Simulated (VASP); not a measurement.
# CaO (I4/mmm) in VASP: notebook

Aim: see how the results for CaO move with the level of theory and the settings. Levels: r2SCAN, HSE06, PBE. Tasks: single point.

All numbers are computed with VASP 6.6.1; they aren't measurements. Logs are shortened: lines on timing, memory, paths and dates and some standing lists are left out, and cuts for length are marked.

## 1. The cell of the first run

It takes space group I4/mmm (No. 139, tetragonal). The conventional cell has a = 3.391 Å, b = 3.391 Å, c = 4.992 Å, α = 90.00°, β = 90.00°, γ = 90.00°. Ca (site symmetry 4/mmm) has 6 O at 2.40 to 2.50 Å within 3.2 Å. O (site symmetry 4/mmm) has 6 Ca at 2.40 to 2.50 Å within 3.2 Å.

## 2. Single point, r2SCAN (uniaxial z strain +4.1%)

POSCAR reads:

```
CaO
1.0
    0.0000000000      2.3975501103      2.4960894198
    2.3975501103      0.0000000000      2.4960894198
    2.3975501103      2.3975501103      0.0000000000
Ca O
1 1
Direct
    0.0000000000      0.0000000000      0.0000000000
    0.5000000000      0.5000000000      0.5000000000
```

INCAR.step1 reads:

```
SYSTEM = CaO
PREC     = Accurate       ! precision mode
ENCUT    = 520            ! plane-wave cutoff, eV
ISMEAR   = 0              ! smearing method
SIGMA    = 0.01           ! smearing width, eV
LREAL    = .FALSE.        ! projectors in reciprocal space
LASPH    = .TRUE.         ! aspherical terms in the spheres
NELM     = 80             ! most SCF steps
NBANDS   = 15             ! bands
GGA      = PE             ! functional
ALGO     = Normal         ! electronic algorithm
EDIFF    = 1E-4           ! SCF threshold, eV
LWAVE    = .TRUE.         ! write WAVECAR
LCHARG   = .FALSE.        ! write CHGCAR
```

INCAR.step2 reads:

```
SYSTEM = CaO
PREC     = Accurate       ! precision mode
ENCUT    = 520            ! plane-wave cutoff, eV
EDIFF    = 1E-7           ! SCF threshold, eV
ISMEAR   = 0              ! smearing method
SIGMA    = 0.01           ! smearing width, eV
LREAL    = .FALSE.        ! projectors in reciprocal space
LASPH    = .TRUE.         ! aspherical terms in the spheres
NELM     = 80             ! most SCF steps
ALGO     = Normal         ! electronic algorithm
ISIF     = 2              ! what is computed and relaxed
LWAVE    = .FALSE.        ! write WAVECAR
LCHARG   = .TRUE.         ! write CHGCAR
METAGGA  = R2SCAN         ! meta-GGA
LMIXTAU  = .TRUE.       
LELF     = .TRUE.         ! ELF
LVHAR    = .TRUE.       
NBANDS   = 15             ! bands
ISTART   = 1
```

KPOINTS reads:

```
Automatic mesh
0
G
  10 10 10
  0 0 0
```

Potentials or basis: VASP PAW PBE potentials, release 64 (Ca_sv, O).

Command:

```sh
$ cat potpaw_PBE.64/Ca_sv/POTCAR potpaw_PBE.64/O/POTCAR > POTCAR
$ cp INCAR.step1 INCAR
$ mpirun -np 1 vasp_std > vasp.out
$ cp INCAR.step2 INCAR
$ mpirun -np 1 vasp_std > vasp.out
```

OUTCAR:

```text
SYSTEM = CaO
   PREC = Accurate
   ENCUT = 520
   EDIFF = 1E-7
   ISMEAR = 0
   LREAL = .FALSE.
   LASPH = .TRUE.
   NELM = 80
   ISIF = 2
   METAGGA = R2SCAN
   ISTART = 1

 ion  position               nearest neighbor table
   1  0.000  0.000  0.000-   2 2.40   2 2.40   2 2.40   2 2.40   2 2.50   2 2.50
   2  0.500  0.500  0.500-   1 2.40   1 2.40   1 2.40   1 2.40   1 2.50   1 2.50

  LATTYP: Found a body centered tetragonal cell.
 ALAT       =     3.3906478825
 C/A-ratio  =     1.4723377398

  Lattice vectors:

 A1 = (  -2.3975501103,   0.0000000000,   2.4960894198)
 A2 = (   2.3975501103,   0.0000000000,   2.4960894198)
 A3 = (   0.0000000000,   2.3975501103,  -2.4960894198)

Analysis of symmetry for initial positions (statically):
=====================================================================
 Subroutine PRICEL returns:
 Original cell was already a primitive cell.

 Routine SETGRP: Setting up the symmetry group for a
 body centered tetragonal supercell.

 Subroutine GETGRP returns: Found 16 space group operations
 (whereof 16 operations were pure point group operations)
 out of a pool of 16 trial point group operations.

The static configuration has the point symmetry D_4h.

Analysis of symmetry for dynamics (positions and initial velocities):
=====================================================================
 Subroutine PRICEL returns:
 Original cell was already a primitive cell.

 Routine SETGRP: Setting up the symmetry group for a
 body centered tetragonal supercell.

 Subroutine GETGRP returns: Found 16 space group operations
 (whereof 16 operations were pure point group operations)
 out of a pool of 16 trial point group operations.

The dynamic configuration has the point symmetry D_4h.

 Subroutine INISYM returns: Found 16 space group operations
 (whereof 16 operations are pure point group operations),
 and found     1 'primitive' translations

----------------------------------------------------------------------------------------

                                     Primitive cell

  volume of cell :      28.6963

  direct lattice vectors                    reciprocal lattice vectors
     0.000000000  2.397550110  2.496089420    -0.208546215  0.208546215  0.200313337
     2.397550110  0.000000000  2.496089420     0.208546215 -0.208546215  0.200313337
     2.397550110  2.397550110  0.000000000     0.208546215  0.208546215 -0.200313337

  length of vectors
     3.461027149  3.461027149  3.390647882     0.356522762  0.356522762  0.356522762

  position of ions in fractional coordinates (direct lattice)
[... 91 lines left out ...]
   NUPDOWN=      -1.0000    fix difference up-down
   EMIN   =  10.00;   EMAX   =-10.00  energy-range for DOS
   EFERMI =   0.00;   METHOD = LEGACY
   ISMEAR =     0;   SIGMA  =   0.01  broadening in eV -4-tet -1-fermi 0-gaus
   EFERMI_NEDOS =   21; number of points for ismear=-14 and -15
   IALGO  =     38    algorithm
   IMIX   =      4    mixing-type and parameters
     AMIX     =   0.40;   BMIX     =  1.00
     AMIX_MAG =   1.60;   BMIX_MAG =  1.00
  volume/ion in A,a.u.               =      14.35        96.83
  Fermi-wavevector in a.u.,A,eV,Ry     =   1.347430  2.546274 24.702309  1.815568
  Thomas-Fermi vector in A             =   2.475182
   LORBIT       =      0    0 simple, 1 ext, 2 COOP (PROOUT), +10 PAW based schemes
   METAGGA = R2SCAN    functional components
   LHFCALC =     F    Hartree Fock is set to
   AEXX    =    0.0000 exact exchange contribution
   IVDW    =     0    specifies the selected vdW correction
   LEPSILON=     F    determine dielectric tensor
   LRPA    =     F    only Hartree local field effects (RPA)
 non-spin polarized calculation
 Gauss-broadening in eV      SIGMA  =   0.01
  energy-cutoff  :      520.00
  volume of cell :       28.70
 maximum number of plane-waves:       792
 NGX is ok and might be reduce to    28
   NGX = 13   NGY = 13   NGZ = 13

 number of electron      16.0000003 magnetization

 Free energy of the ion-electron system (eV)
  ---------------------------------------------------
  ext. energy  EPLUGINS =         0.00000000
  ---------------------------------------------------
  free energy    TOTEN  =       -19.43186461 eV

  energy without entropy =      -19.43186461  energy(sigma->0) =      -19.43186461

 E-fermi :   2.0232     XC(G=0): -10.8971

 val. band max:        1.8596645218   @ k =   0.0000   0.0000   0.0000
 cond. band min:       5.9925433154   @ k =   0.5000   0.0000   0.5000
 fundamental gap:      4.1328787936
 Fermi energy:         2.0231911283

 k-point     1 :       0.0000    0.0000    0.0000
  band No.  band energies     occupation
      1     -37.3576      2.00000
      2     -17.2976      2.00000
      3     -17.2598      2.00000
      4     -17.2598      2.00000
      5     -14.5818      2.00000
      6       1.7792      2.00000
      7       1.8597      2.00000
      8       1.8597      2.00000
      9       6.9295      0.00000
     10       8.4351      0.00000
     11       8.6984      0.00000
     12       8.6984      0.00000
     13      10.0292      0.00000
     14      10.3236      0.00000
[... 401 lines left out ...]
      2     -17.8408      2.00000
      3     -17.4359      2.00000
      4     -17.3931      2.00000
      5     -14.1435      2.00000
      6       0.1614      2.00000
      7       1.3501      2.00000
      8       1.4498      2.00000
      9       6.7513      0.00000
     10      10.0914      0.00000
     11      11.1061      0.00000
     12      11.1889      0.00000
     13      11.3143      0.00000
     14      12.7854      0.00000
     15      17.8022      0.00000

 [... further k-points ...]

------------------------ aborting loop because EDIFF is reached ----------------------------------------

  FORCE on cell =-STRESS in cart. coord.  units (eV):
  Direction    XX          YY          ZZ          XY          YZ          ZX
  --------------------------------------------------------------------------------------
  -------------------------------------------------------------------------------------
  Total       -0.2156772     -0.2156772     -1.2062080      0.0000000      0.0000000     -0.0000000
  in kB      -12.0417418    -12.0417418    -67.3452943      0.0000000      0.0000000     -0.0000000
  external PRESSURE =     -30.4762593 kB  Pullay stress =       0.0000000 kB

 VOLUME and BASIS-vectors are now :
 -----------------------------------------------------------------------------
  energy-cutoff  :      520.00
  volume of cell :       28.70
      direct lattice vectors                 reciprocal lattice vectors
     0.000000000  2.397550110  2.496089420    -0.208546215  0.208546215  0.200313337
     2.397550110  0.000000000  2.496089420     0.208546215 -0.208546215  0.200313337
     2.397550110  2.397550110  0.000000000     0.208546215  0.208546215 -0.200313337

 POSITION                                       TOTAL-FORCE (eV/Angst)
 -----------------------------------------------------------------------------------
      0.00000      0.00000      0.00000        -0.000000     -0.000000      0.000000
      2.39755      2.39755      2.49609         0.000000      0.000000      0.000000
 -----------------------------------------------------------------------------------
    total drift:                                0.000000      0.000000      0.000000

  FREE ENERGIE OF THE ION-ELECTRON SYSTEM (eV)
  ---------------------------------------------------
  free  energy   TOTEN  =       -19.4318646124 eV

  energy  without entropy=      -19.4318646124  energy(sigma->0) =      -19.43186461
```

Wall time 3.5 min (1 thread of AMD EPYC 7R13 (Zen 3), shared host); peak memory 0.17 GiB.

Results:

| Property | Result |
| --- | --- |
| Free energy | -19.4319 eV |
| Pressure | -3.0 GPa |
| Band gap on the k mesh | 4.13 eV, indirect (least direct gap 4.54 eV) |

Levels at points of the mesh, in eV from the valence-band top:
```
           k point  band 4  band 5  band 6  band 7  band 8  band 9  band 10  band 11  band 12  band 13
(0.00, 0.00, 0.00)  -19.12  -16.44   -0.08    0.00    0.00    5.07     6.58     6.84     6.84     8.17
(0.50, 0.00, 0.00)  -19.15  -15.29   -2.56   -1.17   -1.17    7.51     8.83     8.87     8.91    10.68
(0.50, 0.50, 0.00)  -19.30  -16.22   -1.47   -0.34   -0.34    4.26     8.48     9.43     9.96     9.96
(0.50, 0.00, 0.50)  -19.34  -16.22   -1.26   -0.47   -0.41    4.13     8.47     9.46     9.84    10.14
```

Caveat: the cell differs from its parent crystal (uniaxial z strain +4.1%); the PAW data sets were made with another functional, which shifts forces and pressure a little. A k mesh can miss the band edges.

[end of part 1 of 3]
